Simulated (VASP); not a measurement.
# Ag (P6_3/mmc) in VASP: notebook

The runs below take Ag through single point, relaxation of cell and atoms, with BLYP.

Program: VASP 6.6.1. These are calculated values, not measurements. Logs are shortened: lines on timing, memory, paths and dates and some standing lists are left out, and cuts for length are marked.

## (1) The cell of the first run

The structure is hexagonal, space group P6_3/mmc (No. 194). The conventional cell has a = 3.142 Å, b = 3.142 Å, c = 5.071 Å, α = 90.00°, β = 90.00°, γ = 120.00°. Ag (site symmetry -6m2) has 12 Ag at 3.12 to 3.14 Å within 4.1 Å.

This isn't the form of Ag at room conditions, which is fcc.

## (2) Single point, BLYP (21.68 Å³/atom)

File INCAR:

```
PREC     = Accurate       # precision mode
ENCUT    = 520            # plane-wave cutoff, eV
EDIFF    = 1E-6           # SCF threshold, eV
ISMEAR   = -1             # smearing method
SIGMA    = 0.1            # smearing width, eV
LREAL    = F              # projectors in reciprocal space
LASPH    = T              # aspherical terms in the spheres
NELM     = 80             # most SCF steps
ALGO     = Normal         # electronic algorithm
ISIF     = 2              # what is computed and relaxed
LWAVE    = F              # write WAVECAR
LCHARG   = T              # write CHGCAR
GGA      = B5             # functional
ALDAX    = 1.0          
AGGAX    = 1.0          
AGGAC    = 1.0          
ALDAC    = 0.0          
LELF     = T              # ELF
LVHAR    = T            
NBANDS   = 18             # bands
```

File KPOINTS:

```
regular mesh
0
Gamma
  13 13 7
```

File POSCAR:

```
Ag
1.0
    3.1422127210      0.0000000000      0.0000000000
   -1.5711063605      2.7212360405      0.0000000000
    0.0000000000      0.0000000000      5.0713350733
Ag
2
Direct
    0.3333333333      0.6666666667      0.2500000000
    0.6666666667      0.3333333333      0.7500000000
```

Potentials or basis: VASP PAW PBE potentials, release 64 (Ag).

Run with:

```console
> cat potpaw_PBE.64/Ag/POTCAR > POTCAR
> mpirun -np 1 vasp_std > vasp.out
```

OUTCAR:

```text
PREC = Accurate
   ENCUT = 520
   EDIFF = 1E-6
   ISMEAR = -1
   LREAL = F
   LASPH = T
   NELM = 80
   ISIF = 2
   GGA = B5

 ion  position               nearest neighbor table
   1  0.333  0.667  0.250-   2 3.12   2 3.12   2 3.12   2 3.12   2 3.12   2 3.12
   2  0.667  0.333  0.750-   1 3.12   1 3.12   1 3.12   1 3.12   1 3.12   1 3.12

  LATTYP: Found a hexagonal cell.
 ALAT       =     3.1422127210
 C/A-ratio  =     1.6139375413

  Lattice vectors:

 A1 = (   3.1422127210,   0.0000000000,   0.0000000000)
 A2 = (  -1.5711063605,   2.7212360405,   0.0000000000)
 A3 = (   0.0000000000,   0.0000000000,   5.0713350733)

Analysis of symmetry for initial positions (statically):
=====================================================================
 Subroutine PRICEL returns:
 Original cell was already a primitive cell.

 Routine SETGRP: Setting up the symmetry group for a
 hexagonal supercell.

 Subroutine GETGRP returns: Found 24 space group operations
 (whereof 12 operations were pure point group operations)
 out of a pool of 24 trial point group operations.

The static configuration has the point symmetry D_3d.
 The point group associated with its full space group is D_6h.

Analysis of symmetry for dynamics (positions and initial velocities):
=====================================================================
 Subroutine PRICEL returns:
 Original cell was already a primitive cell.

 Routine SETGRP: Setting up the symmetry group for a
 hexagonal supercell.

 Subroutine GETGRP returns: Found 24 space group operations
 (whereof 12 operations were pure point group operations)
 out of a pool of 24 trial point group operations.

The dynamic configuration has the point symmetry D_3d.
 The point group associated with its full space group is D_6h.

 Subroutine INISYM returns: Found 24 space group operations
 (whereof 12 operations are pure point group operations),
 and found     1 'primitive' translations

----------------------------------------------------------------------------------------

                                     Primitive cell

  volume of cell :      43.3635

  direct lattice vectors                    reciprocal lattice vectors
     3.142212721  0.000000000  0.000000000     0.318247073  0.183740033  0.000000000
    -1.571106360  2.721236041  0.000000000     0.000000000  0.367480066  0.000000000
     0.000000000  0.000000000  5.071335073     0.000000000  0.000000000  0.197186734

  length of vectors
     3.142212721  3.142212721  5.071335073     0.367480066  0.367480066  0.197186734

  position of ions in fractional coordinates (direct lattice)
     0.333333333  0.666666667  0.250000000
     0.666666667  0.333333333  0.750000000

  ion indices of the primitive-cell ions
   primitive index   ion index
                 1           1
                 2           2

----------------------------------------------------------------------------------------

 KPOINTS: regular mesh

Automatic generation of k-mesh.
 Grid dimensions read from file:
 generate k-points for:   13   13    7

 Generating k-lattice:

  Cartesian coordinates                     Fractional coordinates (reciprocal lattice)
     0.024480544  0.014133849  0.000000000     0.076923077 -0.000000000  0.000000000
     0.000000000  0.028267697  0.000000000     0.000000000  0.076923077  0.000000000
     0.000000000  0.000000000  0.028169533     0.000000000  0.000000000  0.142857143

  Length of vectors
     0.028267697  0.028267697  0.028169533

  Shift w.r.t. Gamma in fractional coordinates (k-lattice)
     0.000000000  0.000000000  0.000000000

 Subroutine IBZKPT returns following result:
 ===========================================

 Found     84 irreducible k-points:

 Following reciprocal coordinates:
            Coordinates               Weight
  0.000000  0.000000  0.000000      1.000000
  0.076923 -0.000000  0.000000      6.000000
  0.153846 -0.000000  0.000000      6.000000
  0.230769 -0.000000  0.000000      6.000000
  0.307692 -0.000000  0.000000      6.000000
  0.384615 -0.000000  0.000000      6.000000
[... 16 lines left out ...]
  0.076923 -0.000000  0.142857     12.000000
  0.153846 -0.000000  0.142857     12.000000
 [... further k-points ...]
   k-points           NKPTS =     84   k-points in BZ     NKDIM =     84   number of bands    NBANDS=     18
   number of dos      NEDOS =    301   number of ions     NIONS =      2
   total plane-waves  NPLWV =  23040
   dimension x,y,z NGX =    24 NGY =   24 NGZ =   40
   dimension x,y,z NGXF=    48 NGYF=   48 NGZF=   80
   ions per type =               2
   NGX,Y,Z   is equivalent  to a cutoff of  12.70, 12.70, 13.11 a.u.
   NGXF,Y,Z  is equivalent  to a cutoff of  25.40, 25.40, 26.23 a.u.
 SYSTEM =  unknown system
   PREC   = accura    normal or accurate (medium, high low for compatibility)
   ISTART =      0    job   : 0-new  1-cont  2-samecut
   ICHARG =      2    charge: 1-file 2-atom 10-const
   ISPIN  =      1    spin polarized calculation?
   LNONCOLLINEAR =      F non collinear calculations
   LSORBIT =      F    spin-orbit coupling
   LASPH  =      T    aspherical Exc in radial PAW
   ENCUT  =  520.0 eV  38.22 Ry    6.18 a.u.   5.84  5.84  9.43*2*pi/ulx,y,z
   NELM   =     80;   NELMIN=  2; NELMDL= -5     # of ELM steps
   EDIFF  = 0.1E-05   stopping-criterion for ELM
   LREAL  =      F    real-space projection
   EDIFFG = 0.1E-04   stopping-criterion for IOM
   NSW    =      0    number of steps for IOM
   IBRION =     -1    ionic relax: 0-MD 1-quasi-New 2-CG
   NFREE  =      0    steps in history (QN), initial steepest desc. (CG)
   ISIF   =      2    stress and relaxation
   ISYM   =      2    0-nonsym 1-usesym 2-fastsym
   POTIM  = 0.5000    time-step for ionic-motion
   TEBEG  =    0.0;   TEEND  =   0.0 temperature during run
   PSTRESS=    0.0 pullay stress
   NELECT =      22.0000    total number of electrons
   NUPDOWN=      -1.0000    fix difference up-down
   EMIN   =  10.00;   EMAX   =-10.00  energy-range for DOS
   EFERMI =   0.00;   METHOD = LEGACY
   ISMEAR =    -1;   SIGMA  =   0.10  broadening in eV -4-tet -1-fermi 0-gaus
   EFERMI_NEDOS =   21; number of points for ismear=-14 and -15
   IALGO  =     38    algorithm
   IMIX   =      4    mixing-type and parameters
     AMIX     =   0.40;   BMIX     =  1.00
     AMIX_MAG =   1.60;   BMIX_MAG =  1.00
  volume/ion in A,a.u.               =      21.68       146.32
  Fermi-wavevector in a.u.,A,eV,Ry     =   1.305693  2.467402 23.195672  1.704834
  Thomas-Fermi vector in A             =   2.436545
   LORBIT       =      0    0 simple, 1 ext, 2 COOP (PROOUT), +10 PAW based schemes
   GGA     = B5    functional components
   LHFCALC =     F    Hartree Fock is set to
   AEXX    =    0.0000 exact exchange contribution
   IVDW    =     0    specifies the selected vdW correction
   LEPSILON=     F    determine dielectric tensor
   LRPA    =     F    only Hartree local field effects (RPA)
 non-spin polarized calculation
  energy-cutoff  :      520.00
  volume of cell :       43.36
 maximum number of plane-waves:      1189
 NGX is ok and might be reduce to    24
   NGX = 11   NGY = 11   NGZ = 19

 number of electron      21.9999986 magnetization

 Free energy of the ion-electron system (eV)
  ---------------------------------------------------
  ext. energy  EPLUGINS =         0.00000000
  ---------------------------------------------------
  free energy    TOTEN  =        -4.09983744 eV

  energy without entropy =       -4.07866346  energy(sigma->0) =       -4.08925045

 E-fermi :   6.0552     XC(G=0): -10.2987

 val. band max:        6.0059298429   @ k =   0.4615  -0.0000   0.2857
 cond. band min:       6.0950515518   @ k =   0.3077   0.2308   0.1429
 fundamental gap:      0.0891217089
 Fermi energy:         6.0551909830

 k-point     1 :       0.0000    0.0000    0.0000
  band No.  band energies     occupation
      1      -0.1511      2.00000
      2       0.8082      2.00000
      3       1.8386      2.00000
      4       1.8744      2.00000
      5       1.8744      2.00000
      6       2.0288      2.00000
[... 10 lines left out ...]
     17      22.7872      0.00000
     18      22.8557      0.00000

 k-point     2 :       0.0769   -0.0000    0.0000
  band No.  band energies     occupation
      1      -0.0173      2.00000
      2       0.8735      2.00000
      3       1.7589      2.00000
      4       1.9318      2.00000
      5       1.9535      2.00000
      6       2.0136      2.00000
[... 10 lines left out ...]
     17      23.0035      0.00000
     18      23.2020      0.00000

 k-point     3 :       0.1538   -0.0000    0.0000
  band No.  band energies     occupation
      1       0.3577      2.00000
      2       1.0272      2.00000
      3       1.6707      2.00000
      4       1.9545      2.00000
      5       2.0120      2.00000
      6       2.0948      2.00000
[... 10 lines left out ...]
     17      22.4999      0.00000
     18      22.8127      0.00000

 k-point     4 :       0.2308   -0.0000    0.0000
  band No.  band energies     occupation
      1       0.8345      2.00000
      2       1.1175      2.00000
      3       1.7200      2.00000
      4       1.7361      2.00000
      5       1.9543      2.00000
      6       2.0053      2.00000
[... 375 lines left out ...]
      4       1.8406      2.00000
      5       1.8406      2.00000
      6       1.9996      2.00000
[... 10 lines left out ...]
     17      21.9936      0.00000
     18      22.5354      0.00000

 k-point    23 :       0.0769   -0.0000    0.1429
  band No.  band energies     occupation
      1       0.1149      2.00000
      2       0.9033      2.00000
      3       1.7557      2.00000
      4       1.8839      2.00000
      5       1.8902      2.00000
      6       1.9758      2.00000
[... 10 lines left out ...]
     17      22.0523      0.00000
     18      22.7229      0.00000

 k-point    24 :       0.1538   -0.0000    0.1429
  band No.  band energies     occupation
      1       0.4765      2.00000
      2       1.0626      2.00000
      3       1.6770      2.00000
      4       1.8905      2.00000
      5       1.9376      2.00000
      6       2.0021      2.00000
[... 10 lines left out ...]
     17      21.2158      0.00000
     18      22.3307      0.00000

 [... further k-points ...]
[... 5 lines left out ...]
  --------------------------------------------------------------------------------------
  -------------------------------------------------------------------------------------
  Total       -1.5988878     -1.5988878     -1.3484977      0.0000000      0.0000000      0.0000000
  in kB      -59.0750991    -59.0750991    -49.8237809      0.0000000      0.0000000      0.0000000
  external PRESSURE =     -55.9913264 kB  Pullay stress =       0.0000000 kB

 VOLUME and BASIS-vectors are now :
 -----------------------------------------------------------------------------
  energy-cutoff  :      520.00
  volume of cell :       43.36
      direct lattice vectors                 reciprocal lattice vectors
     3.142212721  0.000000000  0.000000000     0.318247073  0.183740033  0.000000000
    -1.571106360  2.721236041  0.000000000     0.000000000  0.367480066  0.000000000
     0.000000000  0.000000000  5.071335073     0.000000000  0.000000000  0.197186734

 POSITION                                       TOTAL-FORCE (eV/Angst)
 -----------------------------------------------------------------------------------
     -0.00000      1.81416      1.26783         0.000000      0.000000      0.000000
      1.57111      0.90708      3.80350        -0.000000     -0.000000      0.000000
 -----------------------------------------------------------------------------------
    total drift:                               -0.000000      0.000000     -0.000000

  FREE ENERGIE OF THE ION-ELECTRON SYSTEM (eV)
  ---------------------------------------------------
  free  energy   TOTEN  =        -4.0998374443 eV

  energy  without entropy=       -4.0786634618  energy(sigma->0) =       -4.08925045
```

It took 83 s on 1 thread of Intel Xeon 8259CL, shared host; peak memory 0.19 GiB.

What came out:

```
Free energy            : -4.0998 eV
Pressure               : -5.6 GPa
Band gap on the k mesh : zero (bands 11 and 12 overlap by 5.77 eV)
```

Stress tensor (GPa, compression positive):
```
-5.91  0.00  0.00
 0.00 -5.91  0.00
 0.00  0.00 -4.98
```

Caveat: the cell stands under tension; the PAW data sets were made with another functional, which shifts forces and pressure a little.

(Continued in part 2 of 2.)

The gap in the log of VASP goes by the Fermi energy; the results here count the filled bands.